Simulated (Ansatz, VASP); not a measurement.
BeS in VASP and in Ansatz

Contents of INCAR:

```
SYSTEM = BeS
PREC     = Accurate       ! precision mode
ENCUT    = 600            ! plane-wave cutoff, eV
EDIFF    = 1E-6           ! SCF threshold, eV
ISMEAR   = 0              ! smearing method
SIGMA    = 0.013000000000000001 ! smearing width, eV
LREAL    = .FALSE.        ! projectors in reciprocal space
LASPH    = .TRUE.         ! aspherical terms in the spheres
NELM     = 120            ! most SCF steps
ALGO     = Normal         ! electronic algorithm
ISIF     = 2              ! what is computed and relaxed
LWAVE    = .FALSE.        ! write WAVECAR
LCHARG   = .TRUE.         ! write CHGCAR
GGA      = PE             ! functional
LELF     = .TRUE.         ! ELF
LVHAR    = .TRUE.       
NBANDS   = 11             ! bands
GGA_COMPAT= .FALSE.
```

Contents of KPOINTS:

```
Automatic mesh
0
G
  9 9 9
  0 0 0
```

POSCAR

```
BeS
1.0
    0.0000000000      2.4250000000      2.4250000000
    2.4250000000      0.0000000000      2.4250000000
    2.4250000000      2.4250000000      0.0000000000
S Be
1 1
Direct
    0.7500000000      0.7500000000      0.7500000000
    0.0000000000      0.0000000000      0.0000000000
```

Contents of input.yaml:

```yaml
crystal:
  lattice:
    - [0.0, 2.425, 2.425]
    - [2.425, 0.0, 2.425]
    - [2.425, 2.425, 0.0]
  atoms:
    - { symbol: S, position: [0.75, 0.75, 0.75] }
    - { symbol: Be, position: [0.0, 0.0, 0.0] }
hamiltonian:
  xc: pbe
  pseudopotentials: { kind: paw }
kpoints:
  mp_grid: { grid: [9, 9, 9] }
scf:
  occupations: { method: gaussian, width: 0.013 }
output:
  forces: true
  stress: true
  eigenvalues: true
```

Alike in both runs: task single point; functional PBE; k mesh 9 × 9 × 9; occupations gaussian, width 0.013 eV; no spin polarisation.

|  | VASP | Ansatz |
| --- | --- | --- |
| version | VASP 6.6.1 | Ansatz 0.2.0 |
| potentials or method | VASP PAW PBE potentials, release 64 (S, Be) | Ansatz PAW |
| plane-wave cutoff (eV) | 600 | 420 |
| valence electrons in the cell | 8 | 8 |

Ansatz gave:

- gap on the k mesh at the Fermi level (eV): 3.20
- least direct gap on the mesh (eV): 5.65
- pressure (GPa): 1.5

Problem. Which values does VASP return?

Solution. gap on the k mesh at the Fermi level (eV): 3.21; least direct gap on the mesh (eV): 5.67; pressure (GPa): 1.6.

Noted on Ansatz's run: odd divisions of the mesh miss points on the zone boundary, where band edges often lie, so the gap on the mesh can be too wide.
